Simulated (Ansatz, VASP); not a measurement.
# LiRuPb: VASP beside Ansatz

File INCAR:

```
ALGO = Normal ; EDIFF = 1E-6
EDIFFG = -0.04 ; ENCUT = 600
GGA = PE ; IBRION = 2
ISIF = 3 ; ISMEAR = 0
LASPH = True ; LCHARG = False
LREAL = False ; LWAVE = False
NELM = 60 ; NSW = 90
PREC = Accurate ; SIGMA = 0.1
```

Contents of KPOINTS:

```
k-points
0
Gamma
  6 6 6
```

Contents of POSCAR:

```
LiRuPb
1.0
    4.9142422100      0.0000000000      0.0000000000
   -2.4571211000      4.2558585900      0.0000000000
    0.0000000000      0.0000000000      3.0124304700
Li Ru Pb
1 1 1
Direct
    0.6666666700      0.3333333300      0.5000000000
    0.0000000000      0.0000000000      0.0000000000
    0.3333333300      0.6666666700      0.5000000000
```

Input for Ansatz:

```yaml
crystal:
  lattice:
    - [4.91424221, 0.0, 0.0]
    - [-2.4571211, 4.25585859, 0.0]
    - [0.0, 0.0, 3.01243047]
  atoms:
    - { symbol: Li, position: [0.66666667, 0.33333333, 0.5] }
    - { symbol: Ru, position: [0.0, 0.0, 0.0] }
    - { symbol: Pb, position: [0.33333333, 0.66666667, 0.5] }
basis:
  ecutwfc: 420
kpoints:
  mp_grid: { grid: [6, 6, 6] }
hamiltonian:
  xc: pbe
scf:
  occupations: { method: gaussian, width: 0.1 }
  lower_state_search: "off"
output:
  forces: true
  stress: true
  eigenvalues: true
relax:
  adjacent_minimum: "off"
  f_tol: 0.04
  max_steps: 70
  cell: { stress_tol: 0.4 }
```

Alike in both runs: task relaxation of cell and atoms; functional PBE; k mesh 6 × 6 × 6; occupations gaussian, width 0.1 eV; no spin polarisation.

```csv
,VASP,Ansatz
version,VASP 6.6.1,Ansatz 0.2.0
potentials or method,"VASP PAW PBE potentials, release 64 (Li_sv, Ru_pv, Pb_d), cutoff 600 eV","scalar-relativistic, plane waves, PAW"
valence electrons in the cell,31,33
```

```csv
,VASP,Ansatz,Ansatz less VASP
"gap on the k mesh at the Fermi level, each at its own relaxed structure (eV)",none,none,-
relaxed volume (Å³/atom),16.82,16.82,+0.003
relaxed cell length with the largest relative difference (Å),3.021,3.032,+0.0110
```

A gap of «none» marks a metal or a gap that the smearing closes. VASP's potentials hold 31 valence electrons a cell and Ansatz's 33, so a difference there can come from the potentials and not from the codes.

Neither program's run includes spin-orbit coupling. Noted on VASP's run: the cutoff is short for stress, so the pressure is rough; the volume moved by over 15 % at a fixed basis, so the end points are rough.
